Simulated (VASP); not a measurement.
# PbF2 (Fm-3m) in VASP: further runs

The runs below take PbF2 through single point, with r2SCAN, PBE-based global hybrid with 10 % exact exchange.

Program: VASP 6.6.1. These are calculated values, not measurements. Logs are shortened: lines on timing, memory, paths and dates and some standing lists are left out, and cuts for length are marked.

### 1 The cell of the first run

The structure is cubic, space group Fm-3m (No. 225). The conventional cell has a = 5.892 Å, b = 5.892 Å, c = 5.892 Å, α = 90.00°, β = 90.00°, γ = 90.00°. Within 3.4 Å of Pb (site symmetry m-3m) lie 8 F at 2.55 Å. Within 3.4 Å of F (site symmetry -43m) lie 4 Pb at 2.55 Å and 6 F at 2.95 Å.

### 2 Single point, r2SCAN

Input file POSCAR:

```
PbF2
1.0
    0.0000000000      2.9458082836      2.9458082836
    2.9458082836      0.0000000000      2.9458082836
    2.9458082836      2.9458082836      0.0000000000
Pb F
1 2
Direct
    0.0000000000      0.0000000000      0.0000000000
    0.2500000000      0.2500000000      0.2500000000
    0.7500000000      0.7500000000      0.7500000000
```

Input file INCAR.step1:

```
SYSTEM = PbF2
  ALGO = Normal
  EDIFF = 1E-4
  ENCUT = 520
  GGA = PE
  ISMEAR = 0
  LASPH = .TRUE.
  LCHARG = .FALSE.
  LREAL = .FALSE.
  LWAVE = .TRUE.
  NBANDS = 21
  NELM = 80
  PREC = Accurate
  SIGMA = 0.001
```

Input file INCAR.step2:

```
SYSTEM = PbF2
  ALGO = Normal
  EDIFF = 1E-6
  ENCUT = 520
  ISIF = 2
  ISMEAR = 0
  ISTART = 1
  LASPH = .TRUE.
  LCHARG = .FALSE.
  LMIXTAU = .TRUE.
  LREAL = .FALSE.
  LWAVE = .FALSE.
  METAGGA = R2SCAN
  NBANDS = 21
  NELM = 80
  PREC = Accurate
  SIGMA = 0.001
```

Input file KPOINTS:

```
k-points
0
G
  6 6 6
  0 0 0
```

Potentials or basis: VASP PAW PBE potentials, release 64 (Pb_d, F).

Run with:

```console
$ cat potpaw_PBE.64/Pb_d/POTCAR potpaw_PBE.64/F/POTCAR > POTCAR
$ cp INCAR.step1 INCAR
$ mpirun -np 1 vasp_std > vasp.out
$ cp INCAR.step2 INCAR
$ mpirun -np 1 vasp_std > vasp.out
```

OUTCAR:

```text
SYSTEM = PbF2
   EDIFF = 1E-6
   ENCUT = 520
   ISIF = 2
   ISMEAR = 0
   ISTART = 1
   LASPH = .TRUE.
   LREAL = .FALSE.
   METAGGA = R2SCAN
   NELM = 80
   PREC = Accurate

 ion  position               nearest neighbor table
   1  0.000  0.000  0.000-   3 2.55   3 2.55   3 2.55   2 2.55   3 2.55   2 2.55   2 2.55   2 2.55

   2  0.250  0.250  0.250-   1 2.55   1 2.55   1 2.55   1 2.55
   3  0.750  0.750  0.750-   1 2.55   1 2.55   1 2.55   1 2.55

  LATTYP: Found a face centered cubic cell.
 ALAT       =     5.8916165672

  Lattice vectors:

 A1 = (   0.0000000000,   2.9458082836,   2.9458082836)
 A2 = (   2.9458082836,   0.0000000000,   2.9458082836)
 A3 = (   2.9458082836,   2.9458082836,   0.0000000000)

Analysis of symmetry for initial positions (statically):
=====================================================================
 Subroutine PRICEL returns:
 Original cell was already a primitive cell.

 Routine SETGRP: Setting up the symmetry group for a
 face centered cubic supercell.

 Subroutine GETGRP returns: Found 48 space group operations
 (whereof 48 operations were pure point group operations)
 out of a pool of 48 trial point group operations.

The static configuration has the point symmetry O_h .

Analysis of symmetry for dynamics (positions and initial velocities):
=====================================================================
 Subroutine PRICEL returns:
 Original cell was already a primitive cell.

 Routine SETGRP: Setting up the symmetry group for a
 face centered cubic supercell.

 Subroutine GETGRP returns: Found 48 space group operations
 (whereof 48 operations were pure point group operations)
 out of a pool of 48 trial point group operations.

The dynamic configuration has the point symmetry O_h .

 Subroutine INISYM returns: Found 48 space group operations
 (whereof 48 operations are pure point group operations),
 and found     1 'primitive' translations

----------------------------------------------------------------------------------------

                                     Primitive cell

  volume of cell :      51.1262

  direct lattice vectors                    reciprocal lattice vectors
[... 72 lines left out ...]
   ISTART =      1    job   : 0-new  1-cont  2-samecut
   ICHARG =      0    charge: 1-file 2-atom 10-const
   ISPIN  =      1    spin polarized calculation?
   LNONCOLLINEAR =      F non collinear calculations
   LSORBIT =      F    spin-orbit coupling
   LASPH  =      T    aspherical Exc in radial PAW
   ENCUT  =  520.0 eV  38.22 Ry    6.18 a.u.   7.75  7.75  7.75*2*pi/ulx,y,z
   NELM   =     80;   NELMIN=  2; NELMDL=  0     # of ELM steps
   EDIFF  = 0.1E-05   stopping-criterion for ELM
   LREAL  =      F    real-space projection
   EDIFFG = 0.1E-04   stopping-criterion for IOM
   NSW    =      0    number of steps for IOM
   IBRION =     -1    ionic relax: 0-MD 1-quasi-New 2-CG
   NFREE  =      0    steps in history (QN), initial steepest desc. (CG)
   ISIF   =      2    stress and relaxation
   ISYM   =      2    0-nonsym 1-usesym 2-fastsym
   POTIM  = 0.5000    time-step for ionic-motion
   TEBEG  =    0.0;   TEEND  =   0.0 temperature during run
   PSTRESS=    0.0 pullay stress
   NELECT =      28.0000    total number of electrons
   NUPDOWN=      -1.0000    fix difference up-down
   EMIN   =  10.00;   EMAX   =-10.00  energy-range for DOS
   EFERMI =   0.00;   METHOD = LEGACY
   ISMEAR =     0;   SIGMA  =   0.00  broadening in eV -4-tet -1-fermi 0-gaus
   EFERMI_NEDOS =   21; number of points for ismear=-14 and -15
   IALGO  =     38    algorithm
   IMIX   =      4    mixing-type and parameters
     AMIX     =   0.40;   BMIX     =  1.00
     AMIX_MAG =   1.60;   BMIX_MAG =  1.00
  volume/ion in A,a.u.               =      17.04       115.01
  Fermi-wavevector in a.u.,A,eV,Ry     =   1.339408  2.531115 24.409055  1.794015
  Thomas-Fermi vector in A             =   2.467803
   LORBIT       =      0    0 simple, 1 ext, 2 COOP (PROOUT), +10 PAW based schemes
   METAGGA = R2SCAN    functional components
   LHFCALC =     F    Hartree Fock is set to
   AEXX    =    0.0000 exact exchange contribution
   IVDW    =     0    specifies the selected vdW correction
   LEPSILON=     F    determine dielectric tensor
   LRPA    =     F    only Hartree local field effects (RPA)
 non-spin polarized calculation
 Gauss-broadening in eV      SIGMA  =   0.00
  energy-cutoff  :      520.00
  volume of cell :       51.13
 maximum number of plane-waves:      1411
   NGX = 15   NGY = 15   NGZ = 15

 number of electron      27.9999995 magnetization

 Free energy of the ion-electron system (eV)
  ---------------------------------------------------
  ext. energy  EPLUGINS =         0.00000000
  ---------------------------------------------------
  free energy    TOTEN  =       -70.15776409 eV

  energy without entropy =      -70.15776409  energy(sigma->0) =      -70.15776409

 E-fermi :   1.7767     XC(G=0): -10.1078

 val. band max:        1.7099202164   @ k =  -0.3333   0.3333   0.1667
 cond. band min:       6.6683446427   @ k =   0.5000   0.5000   0.0000
 fundamental gap:      4.9584244263
 Fermi energy:         1.7767168382

 k-point     1 :       0.0000    0.0000    0.0000
  band No.  band energies     occupation
      1     -20.8031      2.00000
      2     -20.1823      2.00000
      3     -13.1526      2.00000
      4     -13.1526      2.00000
      5     -13.1526      2.00000
      6     -13.0945      2.00000
[... 373 lines left out ...]
     20      18.0422      0.00000
     21      19.3253      0.00000

------------------------ aborting loop because EDIFF is reached ----------------------------------------

  FORCE on cell =-STRESS in cart. coord.  units (eV):
  Direction    XX          YY          ZZ          XY          YZ          ZX
  --------------------------------------------------------------------------------------
  -------------------------------------------------------------------------------------
  Total        0.3635952      0.3635952      0.3635952     -0.0000000      0.0000000      0.0000000
  in kB       11.3942385     11.3942385     11.3942385     -0.0000000      0.0000000      0.0000000
  external PRESSURE =      11.3942385 kB  Pullay stress =       0.0000000 kB

 VOLUME and BASIS-vectors are now :
 -----------------------------------------------------------------------------
  energy-cutoff  :      520.00
  volume of cell :       51.13
      direct lattice vectors                 reciprocal lattice vectors
     0.000000000  2.945808284  2.945808284    -0.169732702  0.169732702  0.169732702
     2.945808284  0.000000000  2.945808284     0.169732702 -0.169732702  0.169732702
     2.945808284  2.945808284  0.000000000     0.169732702  0.169732702 -0.169732702

 POSITION                                       TOTAL-FORCE (eV/Angst)
 -----------------------------------------------------------------------------------
      0.00000      0.00000      0.00000        -0.000000     -0.000000     -0.000000
      1.47290      1.47290      1.47290        -0.000000     -0.000000     -0.000000
      4.41871      4.41871      4.41871         0.000000      0.000000      0.000000
 -----------------------------------------------------------------------------------
    total drift:                                0.000000     -0.000000      0.000000

  FREE ENERGIE OF THE ION-ELECTRON SYSTEM (eV)
  ---------------------------------------------------
  free  energy   TOTEN  =       -70.1577640934 eV

  energy  without entropy=      -70.1577640934  energy(sigma->0) =      -70.15776409
```

OUTCAR.step1:

```text
SYSTEM = PbF2
   EDIFF = 1E-4
   ENCUT = 520
   GGA = PE
   ISMEAR = 0
   LASPH = .TRUE.
   LREAL = .FALSE.
   NELM = 80
[... 596 lines left out ...]
      0.00000      0.00000      0.00000        -0.000000      0.000000     -0.000000
      1.47290      1.47290      1.47290        -0.000000     -0.000000     -0.000000
      4.41871      4.41871      4.41871         0.000000      0.000000      0.000000
 -----------------------------------------------------------------------------------
    total drift:                                0.000000     -0.000000      0.000000

  FREE ENERGIE OF THE ION-ELECTRON SYSTEM (eV)
  ---------------------------------------------------
  free  energy   TOTEN  =       -14.3134888801 eV

  energy  without entropy=      -14.3134888801  energy(sigma->0) =      -14.31348888
```

OSZICAR.step1:

```text
N       E                     dE             d eps       ncg     rms          rms(c)
DAV:   1     0.300838350542E+03    0.30084E+03   -0.14933E+04   672   0.153E+03
DAV:   2     0.108627228955E+02   -0.28998E+03   -0.27336E+03   734   0.433E+02
DAV:   3    -0.154523525424E+02   -0.26315E+02   -0.26016E+02   767   0.139E+02
DAV:   4    -0.161867981943E+02   -0.73445E+00   -0.73381E+00   800   0.243E+01
DAV:   5    -0.162129022334E+02   -0.26104E-01   -0.26103E-01   842   0.481E+00    0.797E+00
DAV:   6    -0.143147725072E+02    0.18981E+01   -0.85271E+00   911   0.233E+01    0.260E+00
DAV:   7    -0.143170771128E+02   -0.23046E-02   -0.44384E-01   722   0.408E+00    0.155E+00
DAV:   8    -0.143160776098E+02    0.99950E-03   -0.10137E-01   712   0.354E+00    0.560E-01
DAV:   9    -0.143123649106E+02    0.37127E-02   -0.19965E-02   891   0.110E+00    0.101E-01
DAV:  10    -0.143134917706E+02   -0.11269E-02   -0.14796E-03   697   0.299E-01    0.319E-02
DAV:  11    -0.143134888801E+02    0.28905E-05   -0.11134E-04   615   0.905E-02
   1 F= -.14313489E+02 E0= -.14313489E+02  d E =0.000000E+00
```

Run time: 48 s. Hardware: 1 thread of Intel Xeon Platinum 8259CL at 2.50GHz (Skylake/Cascade Lake), shared host; peak memory 0.19 GiB.

What came out:

```yaml
Free_energy: -70.1578 eV
Pressure: 1.1 GPa
Band_gap_on_the_k_mesh: 4.96 eV (least direct gap 5.07 eV)
```

Caveat: the PAW data sets were made with another functional, which shifts forces and pressure a little; spin-orbit coupling is left out, which moves the levels of the heavy elements.

### 3 Single point, PBE-based global hybrid with 10 % exact exchange

POSCAR is that of step 2.

Input file INCAR.step1:

```
PREC = Accurate ; ENCUT = 520
EDIFF = 1E-5 ; ISMEAR = 0
SIGMA = 0.01 ; LREAL = F
LASPH = T ; NELM = 60
ALGO = Normal ; ISIF = 2
LWAVE = T ; LCHARG = F
GGA = PE ; NBANDS = 21
```

Input file INCAR.step2:

```
PREC = Accurate ; ENCUT = 520
EDIFF = 1E-6 ; ISMEAR = 0
SIGMA = 0.01 ; LREAL = F
LASPH = T ; NELM = 60
ALGO = Normal ; ISIF = 2
LWAVE = F ; LCHARG = F
GGA = PE ; LHFCALC = T
AEXX = 0.1 ; PRECFOCK = Normal
ISTART = 1 ; NBANDS = 21
```

Input file KPOINTS:

```
Automatic mesh
0
Gamma
  4 4 4
```

Potentials or basis: VASP PAW PBE potentials, release 64 (Pb_d, F).

Run with:

```console
$ cat potpaw_PBE.64/Pb_d/POTCAR potpaw_PBE.64/F/POTCAR > POTCAR
$ cp INCAR.step1 INCAR
$ mpirun -np 1 vasp_std > vasp.out
$ cp INCAR.step2 INCAR
$ mpirun -np 1 vasp_std > vasp.out
```

Wall time 8.9 min (1 thread of Intel Xeon Platinum 8259CL at 2.50GHz (Skylake/Cascade Lake), shared host); peak memory 0.19 GiB.

Results (log left out):

| Quantity | Value |
| --- | --- |
| Free energy | -16.1832 eV |
| Pressure | 3.2 GPa |
| Band gap on the k mesh | 5.22 eV (least direct gap 5.37 eV) |

Levels at points of the mesh, in eV from the valence-band top:
```
           k point  band 10  band 11  band 12  band 13  band 14  band 15  band 16  band 17  band 18  band 19
(0.00, 0.00, 0.00)    -2.87    -2.87    -2.36    -2.36    -2.36     7.66     7.66     7.66    11.51    16.10
(0.50, 0.00, 0.00)    -3.09    -3.09    -2.53    -2.53    -0.08     5.81     8.62     8.62    14.11    14.69
(0.50, 0.50, 0.00)    -4.00    -1.92    -1.91    -1.91    -0.15     5.22     8.87     8.87     9.73    15.22
```

Caveat: the k points lie up to 0.46 Å⁻¹ apart; the PAW data sets were made with another functional, which shifts forces and pressure a little; spin-orbit coupling is left out, which moves the levels of the heavy elements. A k mesh can miss the band edges.
